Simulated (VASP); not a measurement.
W16Cl: single point with PBE

W16Cl, a slab with vacuum:

```
W Cl
1.0
     6.36740    0.00000    0.00000
     0.00000    6.36740    0.00000
     0.00000    0.00000   20.14258
W Cl
16 1
Direct
  0.25000 0.25000 0.19858
  0.25000 0.75000 0.19858
  0.75000 0.25000 0.19858
  0.75000 0.75000 0.19858
  0.00000 0.00000 0.27761
  0.00000 0.50000 0.27761
  0.50000 0.00000 0.27761
  0.50000 0.50000 0.27761
  0.25000 0.25000 0.35995
  0.25000 0.75000 0.35995
  0.75000 0.25000 0.35995
  0.75000 0.75000 0.35995
  0.00000 0.00000 0.42907
  0.00000 0.50000 0.42907
  0.50000 0.00000 0.42907
  0.50000 0.50000 0.42907
  0.12500 0.12500 0.53360
```

```yaml
Program: VASP 6.6.1
Task: single point
Functional: PBE
Potentials_or_basis: VASP PAW PBE potentials, release 64 (W_sv, Cl)
Cutoff: 520 eV
k_mesh: 4 × 4 × 1
Occupations: gaussian, width 0.1 eV
Spin: no spin polarisation
Dipole_correction: yes
Further_INCAR_settings: LREAL = Auto; ALGO = Normal; EDIFF = 1e-06; NBANDS = 130
```

- Largest force: 2.232 eV/Å
- Band gap on the k mesh: zero (an odd number of electrons rules out a gap without spin polarisation)

Forces on the atoms (eV/Å):
```
W    0.031  0.031  2.034
W    0.008 -0.006  1.969
W   -0.006  0.008  1.969
W   -0.003 -0.003  2.016
W   -0.056 -0.056 -1.988
W   -0.054  0.029 -2.002
W    0.029 -0.054 -2.002
W    0.034  0.034 -2.232
W    0.221  0.221 -0.614
W    0.092 -0.078 -0.191
W   -0.078  0.092 -0.191
W   -0.452 -0.452 -0.300
W    0.062  0.062  1.124
W    0.194  0.116  0.130
W    0.116  0.194  0.130
W   -0.138 -0.138  0.129
Cl   0.001  0.001  0.018
```

Levels at points of the mesh, in eV from the Fermi level:
| k point | band 114 | band 115 | band 116 | band 117 | band 118 | band 119 | band 120 | band 121 |
| --- | --- | --- | --- | --- | --- | --- | --- | --- |
| (0.00, 0.00, 0.00) | -0.16 | -0.10 | 0.31 | 0.36 | 0.64 | 0.85 | 0.98 | 0.99 |
| (0.50, 0.00, 0.00) | -0.12 | -0.11 | -0.05 | -0.01 | 0.06 | 0.71 | 0.80 | 0.80 |
| (0.50, 0.50, 0.00) | -0.12 | -0.06 | -0.06 | -0.01 | 0.00 | 0.03 | 0.04 | 0.45 |

It took 24 min on 1 thread of Intel(R) Xeon(R) 6975P-C (Granite Rapids), with other jobs on the host, peak memory 0.96 GiB.

Caveat: spin-orbit coupling is left out, which moves the levels of the heavy elements; an odd number of electrons without spin polarisation forces a metal; a magnetic or distorted state may lie lower.
